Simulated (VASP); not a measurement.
# Ta2Bi2O (P-6m2) in VASP: notebook

The runs below take Ta2Bi2O through single point, relaxation of cell and atoms, with PBE.

All numbers are computed with VASP 6.6.1; they aren't measurements. Logs are shortened: lines on timing, memory, paths and dates and some standing lists are left out, and cuts for length are marked.

**1. The cell of the first run**

Symmetry: P-6m2, No. 187, hexagonal system. Conventional cell: a = 4.385 Å, b = 4.385 Å, c = 6.465 Å, α = 90.00°, β = 90.00°, γ = 120.00°. Ta (site symmetry 3m) has 2 Ta at 2.75 to 3.71 Å and 6 Bi at 2.88 to 3.14 Å and 3 O at 2.88 Å within 3.8 Å. Bi (site symmetry -6m2) has 6 Ta at 3.14 Å and 2 O at 3.23 Å and 6 Bi at 4.11 Å within 4.2 Å. Within 3.3 Å of Bi (site symmetry -6m2) lie 3 O at 2.53 Å and 6 Ta at 2.88 Å. O (site symmetry -6m2) has 5 Bi at 2.53 to 3.23 Å and 6 Ta at 2.88 Å within 3.3 Å.

The cell was generated, and may not be a known phase.

**2. Single point, PBE**

INCAR

```
SYSTEM = Ta2Bi2O
ALGO = Normal
EDIFF = 1E-6
ENCUT = 520
GGA = PE
ISIF = 2
ISMEAR = 0
LASPH = .TRUE.
LCHARG = .FALSE.
LREAL = .FALSE.
LWAVE = .FALSE.
NBANDS = 37
NELM = 60
PREC = Accurate
SIGMA = 0.1
```

KPOINTS

```
k-points
0
G
  6 6 2
  0 0 0
```

POSCAR

```
Ta2Bi2O
1.0
    4.3847333679      0.0000000030      0.0000000000
   -2.1923666865      3.7972904840      0.0000000000
    0.0000000000      0.0000000000      6.4649516991
Ta Bi O
2 2 1
Direct
    0.3333333333      0.6666666667      0.2869574745
    0.3333333333      0.6666666667      0.7130425255
    0.6666666667      0.3333333333      0.0000000000
    0.0000000000      0.0000000000      0.5000000000
    0.6666666667      0.3333333333      0.5000000000
```

Potentials or basis: VASP PAW PBE potentials, release 64 (Ta_pv, Bi_d, O).

Run with:

```
$ cat potpaw_PBE.64/Ta_pv/POTCAR potpaw_PBE.64/Bi_d/POTCAR potpaw_PBE.64/O/POTCAR > POTCAR
$ mpirun -np 1 vasp_std > vasp.out
```

OUTCAR:

```text
SYSTEM = Ta2Bi2O
   EDIFF = 1E-6
   ENCUT = 520
   GGA = PE
   ISIF = 2
   ISMEAR = 0
   LASPH = .TRUE.
   LREAL = .FALSE.
   NELM = 60
   PREC = Accurate

 ion  position               nearest neighbor table
   1  0.333  0.667  0.287-   2 2.75   4 2.88   4 2.88   4 2.88   3 3.14   3 3.14   3 3.14
   2  0.333  0.667  0.713-   1 2.75   4 2.88   4 2.88   4 2.88   3 3.14   3 3.14   3 3.14
   3  0.667  0.333  0.000-   1 3.14   2 3.14   1 3.14   2 3.14   1 3.14   2 3.14
   4  0.000  0.000  0.500-   5 2.53   5 2.53   5 2.53   1 2.88   2 2.88   1 2.88   2 2.88   1 2.88
                             2 2.88
   5  0.667  0.333  0.500-   4 2.53   4 2.53   4 2.53

  LATTYP: Found a hexagonal cell.
 ALAT       =     4.3847333679
 C/A-ratio  =     1.4744229938

  Lattice vectors:

 A1 = (   4.3847333679,   0.0000000030,   0.0000000000)
 A2 = (  -2.1923666865,   3.7972904840,   0.0000000000)
 A3 = (   0.0000000000,   0.0000000000,   6.4649516991)

Analysis of symmetry for initial positions (statically):
=====================================================================
 Subroutine PRICEL returns:
 Original cell was already a primitive cell.

 Routine SETGRP: Setting up the symmetry group for a
 hexagonal supercell.

 Subroutine GETGRP returns: Found 12 space group operations
 (whereof 12 operations were pure point group operations)
 out of a pool of 24 trial point group operations.

The static configuration has the point symmetry D_3h.

Analysis of symmetry for dynamics (positions and initial velocities):
=====================================================================
 Subroutine PRICEL returns:
 Original cell was already a primitive cell.

 Routine SETGRP: Setting up the symmetry group for a
 hexagonal supercell.

 Subroutine GETGRP returns: Found 12 space group operations
 (whereof 12 operations were pure point group operations)
 out of a pool of 24 trial point group operations.

The dynamic configuration has the point symmetry D_3h.

 Subroutine INISYM returns: Found 12 space group operations
 (whereof 12 operations are pure point group operations),
 and found     1 'primitive' translations

----------------------------------------------------------------------------------------

                                     Primitive cell

  volume of cell :     107.6421

  direct lattice vectors                    reciprocal lattice vectors
     4.384733368  0.000000003  0.000000000     0.228064038  0.131672834  0.000000000
    -2.192366687  3.797290484  0.000000000    -0.000000000  0.263345668  0.000000000
     0.000000000  0.000000000  6.464951699     0.000000000  0.000000000  0.154680197

  length of vectors
     4.384733368  4.384733368  6.464951699     0.263345668  0.263345668  0.154680197

  position of ions in fractional coordinates (direct lattice)
     0.333333333  0.666666667  0.286957474
     0.333333333  0.666666667  0.713042526
     0.666666667  0.333333333  0.000000000
     0.000000000  0.000000000  0.500000000
     0.666666667  0.333333333  0.500000000

  ion indices of the primitive-cell ions
   primitive index   ion index
                 1           1
                 2           2
                 3           3
                 4           4
                 5           5

----------------------------------------------------------------------------------------

 KPOINTS: k-points

Automatic generation of k-mesh.
 Grid dimensions read from file:
 generate k-points for:    6    6    2

 Generating k-lattice:

  Cartesian coordinates                     Fractional coordinates (reciprocal lattice)
     0.038010673  0.021945472  0.000000000     0.166666667  0.000000000  0.000000000
    -0.000000000  0.043890945  0.000000000     0.000000000  0.166666667  0.000000000
     0.000000000  0.000000000  0.077340098     0.000000000  0.000000000  0.500000000

  Length of vectors
     0.043890945  0.043890945  0.077340098

  Shift w.r.t. Gamma in fractional coordinates (k-lattice)
     0.000000000  0.000000000  0.000000000

 Subroutine IBZKPT returns following result:
 ===========================================

 Found     14 irreducible k-points:

 Following reciprocal coordinates:
            Coordinates               Weight
  0.000000  0.000000  0.000000      1.000000
  0.166667  0.000000  0.000000      6.000000
  0.333333  0.000000  0.000000      6.000000
  0.500000  0.000000  0.000000      3.000000
  0.166667  0.166667  0.000000      6.000000
  0.333333  0.166667  0.000000     12.000000
  0.333333  0.333333  0.000000      2.000000
  0.000000  0.000000  0.500000      1.000000
  0.166667  0.000000  0.500000      6.000000
  0.333333  0.000000  0.500000      6.000000
  0.500000  0.000000  0.500000      3.000000
  0.166667  0.166667  0.500000      6.000000
  0.333333  0.166667  0.500000     12.000000
  0.333333  0.333333  0.500000      2.000000
   k-points           NKPTS =     14   k-points in BZ     NKDIM =     14   number of bands    NBANDS=     37
   number of dos      NEDOS =    301   number of ions     NIONS =      5
   total plane-waves  NPLWV =  62208
   dimension x,y,z NGX =    36 NGY =   36 NGZ =   48
   dimension x,y,z NGXF=    72 NGYF=   72 NGZF=   96
   ions per type =               2   2   1
   NGX,Y,Z   is equivalent  to a cutoff of  13.65, 13.65, 12.34 a.u.
   NGXF,Y,Z  is equivalent  to a cutoff of  27.30, 27.30, 24.69 a.u.
 SYSTEM =  Ta2Bi2O
   PREC   = accura    normal or accurate (medium, high low for compatibility)
   ISTART =      0    job   : 0-new  1-cont  2-samecut
   ICHARG =      2    charge: 1-file 2-atom 10-const
   ISPIN  =      1    spin polarized calculation?
   LNONCOLLINEAR =      F non collinear calculations
   LSORBIT =      F    spin-orbit coupling
   LASPH  =      T    aspherical Exc in radial PAW
   ENCUT  =  520.0 eV  38.22 Ry    6.18 a.u.   8.15  8.15 12.02*2*pi/ulx,y,z
   NELM   =     60;   NELMIN=  2; NELMDL= -5     # of ELM steps
   EDIFF  = 0.1E-05   stopping-criterion for ELM
   LREAL  =      F    real-space projection
   EDIFFG = 0.1E-04   stopping-criterion for IOM
   NSW    =      0    number of steps for IOM
   IBRION =     -1    ionic relax: 0-MD 1-quasi-New 2-CG
   NFREE  =      0    steps in history (QN), initial steepest desc. (CG)
   ISIF   =      2    stress and relaxation
   ISYM   =      2    0-nonsym 1-usesym 2-fastsym
   POTIM  = 0.5000    time-step for ionic-motion
   TEBEG  =    0.0;   TEEND  =   0.0 temperature during run
   PSTRESS=    0.0 pullay stress
   NELECT =      58.0000    total number of electrons
   NUPDOWN=      -1.0000    fix difference up-down
   EMIN   =  10.00;   EMAX   =-10.00  energy-range for DOS
   EFERMI =   0.00;   METHOD = LEGACY
   ISMEAR =     0;   SIGMA  =   0.10  broadening in eV -4-tet -1-fermi 0-gaus
   EFERMI_NEDOS =   21; number of points for ismear=-14 and -15
   IALGO  =     38    algorithm
   IMIX   =      4    mixing-type and parameters
     AMIX     =   0.40;   BMIX     =  1.00
     AMIX_MAG =   1.60;   BMIX_MAG =  1.00
  volume/ion in A,a.u.               =      21.53       145.28
  Fermi-wavevector in a.u.,A,eV,Ry     =   1.332161  2.517419 24.145621  1.774653
  Thomas-Fermi vector in A             =   2.461117
   LORBIT       =      0    0 simple, 1 ext, 2 COOP (PROOUT), +10 PAW based schemes
   GGA     = PE    functional components
   LHFCALC =     F    Hartree Fock is set to
   AEXX    =    0.0000 exact exchange contribution
   IVDW    =     0    specifies the selected vdW correction
   LEPSILON=     F    determine dielectric tensor
   LRPA    =     F    only Hartree local field effects (RPA)
 non-spin polarized calculation
 Gauss-broadening in eV      SIGMA  =   0.10
  energy-cutoff  :      520.00
  volume of cell :      107.64
 maximum number of plane-waves:      2916
 NGX is ok and might be reduce to    36
   NGX = 17   NGY = 17   NGZ = 25

 number of electron      58.0000004 magnetization

 Free energy of the ion-electron system (eV)
  ---------------------------------------------------
  ext. energy  EPLUGINS =         0.00000000
  ---------------------------------------------------
  free energy    TOTEN  =       -33.14035104 eV

  energy without entropy =      -33.12963224  energy(sigma->0) =      -33.13499164

 E-fermi :   7.0231     XC(G=0): -11.0768

 val. band max:        6.9493256488   @ k =   0.1667   0.1667   0.5000
 cond. band min:       7.0440801203   @ k =   0.1667   0.0000   0.0000
 fundamental gap:      0.0947544715
 Fermi energy:         7.0231171859

 k-point     1 :       0.0000    0.0000    0.0000
  band No.  band energies     occupation
      1     -28.4464      2.00000
      2     -28.4464      2.00000
      3     -28.3795      2.00000
      4     -28.3795      2.00000
      5     -28.3616      2.00000
      6     -27.7969      2.00000
[... 29 lines left out ...]
     36       9.2308      0.00000
     37      11.0180      0.00000

 k-point     2 :       0.1667    0.0000    0.0000
  band No.  band energies     occupation
      1     -28.4498      2.00000
      2     -28.4468      2.00000
      3     -28.3817      2.00000
      4     -28.3805      2.00000
      5     -28.3607      2.00000
      6     -27.7969      2.00000
[... 29 lines left out ...]
     36      10.3406      0.00000
     37      11.2746      0.00000

 k-point     3 :       0.3333    0.0000    0.0000
  band No.  band energies     occupation
      1     -28.4565      2.00000
      2     -28.4477      2.00000
      3     -28.3860      2.00000
      4     -28.3823      2.00000
      5     -28.3588      2.00000
      6     -27.7971      2.00000
[... 29 lines left out ...]
     36       9.5236      0.00000
     37      11.0093      0.00000

 k-point     4 :       0.5000    0.0000    0.0000
  band No.  band energies     occupation
      1     -28.4598      2.00000
      2     -28.4481      2.00000
      3     -28.3882      2.00000
      4     -28.3832      2.00000
      5     -28.3579      2.00000
      6     -27.7972      2.00000
[... 29 lines left out ...]
     36       9.2427      0.00000
     37      11.3632      0.00000

 k-point     5 :       0.1667    0.1667    0.0000
  band No.  band energies     occupation
      1     -28.4541      2.00000
      2     -28.4482      2.00000
      3     -28.3847      2.00000
      4     -28.3821      2.00000
      5     -28.3593      2.00000
      6     -27.7971      2.00000
[... 29 lines left out ...]
     36      10.3249      0.00000
     37      10.4743      0.00000

 k-point     6 :       0.3333    0.1667    0.0000
  band No.  band energies     occupation
      1     -28.4579      2.00000
      2     -28.4500      2.00000
      3     -28.3876      2.00000
      4     -28.3839      2.00000
      5     -28.3579      2.00000
      6     -27.7972      2.00000
[... 29 lines left out ...]
     36       9.3794      0.00000
     37      10.6610      0.00000

 k-point     7 :       0.3333    0.3333    0.0000
  band No.  band energies     occupation
      1     -28.4557      2.00000
      2     -28.4540      2.00000
      3     -28.3877      2.00000
      4     -28.3852      2.00000
      5     -28.3575      2.00000
      6     -27.7972      2.00000
[... 29 lines left out ...]
     36       9.3620      0.00000
     37       9.8671      0.00000

 k-point     8 :       0.0000    0.0000    0.5000
  band No.  band energies     occupation
      1     -28.4441      2.00000
      2     -28.4441      2.00000
      3     -28.3818      2.00000
      4     -28.3818      2.00000
      5     -28.3357      2.00000
      6     -27.8255      2.00000
[... 29 lines left out ...]
     36      10.5612      0.00000
     37      11.1487      0.00000

 k-point     9 :       0.1667    0.0000    0.5000
  band No.  band energies     occupation
      1     -28.4474      2.00000
      2     -28.4446      2.00000
      3     -28.3842      2.00000
      4     -28.3827      2.00000
      5     -28.3349      2.00000
      6     -27.8253      2.00000
[... 29 lines left out ...]
     36      10.1523      0.00000
     37      10.6056      0.00000

 k-point    10 :       0.3333    0.0000    0.5000
  band No.  band energies     occupation
      1     -28.4537      2.00000
      2     -28.4456      2.00000
      3     -28.3888      2.00000
      4     -28.3844      2.00000
      5     -28.3335      2.00000
      6     -27.8250      2.00000
[... 29 lines left out ...]
     36      10.0436      0.00000
     37      10.4848      0.00000

 k-point    11 :       0.5000    0.0000    0.5000
  band No.  band energies     occupation
      1     -28.4569      2.00000
      2     -28.4461      2.00000
      3     -28.3912      2.00000
      4     -28.3852      2.00000
      5     -28.3328      2.00000
      6     -27.8249      2.00000
[... 29 lines left out ...]
     36      10.3188      0.00000
     37      10.4593      0.00000

 k-point    12 :       0.1667    0.1667    0.5000
  band No.  band energies     occupation
      1     -28.4515      2.00000
      2     -28.4460      2.00000
      3     -28.3874      2.00000
      4     -28.3842      2.00000
      5     -28.3338      2.00000
      6     -27.8251      2.00000
[... 29 lines left out ...]
     36       9.5675      0.00000
     37      10.6846      0.00000

 k-point    13 :       0.3333    0.1667    0.5000
  band No.  band energies     occupation
      1     -28.4552      2.00000
      2     -28.4478      2.00000
      3     -28.3905      2.00000
      4     -28.3859      2.00000
      5     -28.3328      2.00000
      6     -27.8248      2.00000
[... 29 lines left out ...]
     36       9.3983      0.00000
     37      10.9593      0.00000

 k-point    14 :       0.3333    0.3333    0.5000
  band No.  band energies     occupation
      1     -28.4538      2.00000
      2     -28.4510      2.00000
      3     -28.3908      2.00000
      4     -28.3872      2.00000
      5     -28.3324      2.00000
      6     -27.8248      2.00000
[... 29 lines left out ...]
     36       9.0271      0.00000
     37      11.8086      0.00000

------------------------ aborting loop because EDIFF is reached ----------------------------------------

  FORCE on cell =-STRESS in cart. coord.  units (eV):
  Direction    XX          YY          ZZ          XY          YZ          ZX
  --------------------------------------------------------------------------------------
  -------------------------------------------------------------------------------------
  Total       -0.0125599     -0.0125599     -0.1476250     -0.0000000     -0.0000000     -0.0000000
  in kB       -0.1869456     -0.1869456     -2.1972943     -0.0000000     -0.0000000     -0.0000000
  external PRESSURE =      -0.8570618 kB  Pullay stress =       0.0000000 kB

 VOLUME and BASIS-vectors are now :
 -----------------------------------------------------------------------------
  energy-cutoff  :      520.00
  volume of cell :      107.64
      direct lattice vectors                 reciprocal lattice vectors
     4.384733368  0.000000003  0.000000000     0.228064038  0.131672834  0.000000000
    -2.192366687  3.797290484  0.000000000    -0.000000000  0.263345668  0.000000000
     0.000000000  0.000000000  6.464951699     0.000000000  0.000000000  0.154680197

 POSITION                                       TOTAL-FORCE (eV/Angst)
 -----------------------------------------------------------------------------------
     -0.00000      2.53153      1.85517        -0.000000      0.000000      0.015781
     -0.00000      2.53153      4.60979        -0.000000      0.000000     -0.015781
      2.19237      1.26576      0.00000         0.000000      0.000000      0.000000
      0.00000      0.00000      3.23248        -0.000000     -0.000000      0.000000
      2.19237      1.26576      3.23248        -0.000000      0.000000      0.000000
 -----------------------------------------------------------------------------------
    total drift:                               -0.000000      0.000000      0.000000

  FREE ENERGIE OF THE ION-ELECTRON SYSTEM (eV)
  ---------------------------------------------------
  free  energy   TOTEN  =       -33.1403510360 eV

  energy  without entropy=      -33.1296322441  energy(sigma->0) =      -33.13499164
```

Run time: 1.9 min. Hardware: 1 thread of AMD EPYC 7R13, shared host; peak memory 0.23 GiB.

What came out:

```yaml
Free_energy: -33.1404 eV
Pressure: -0.1 GPa
Largest_force: 0.016 eV/Å
Band_gap_on_the_k_mesh: zero (bands 29 and 30 overlap by 0.08 eV)
```

Forces in eV/Å, atoms in the order of the input:
```
Ta   0.000  0.000  0.016
Ta   0.000  0.000 -0.016
Bi   0.000  0.000  0.000
Bi   0.000  0.000  0.000
O    0.000  0.000  0.000
```

Caveat: the k points lie up to 0.49 Å⁻¹ apart; spin-orbit coupling is left out, which moves the levels of the heavy elements.

(Part 1 of 2 ends here.)

The gap in the log of VASP goes by the Fermi energy; the results here count the filled bands.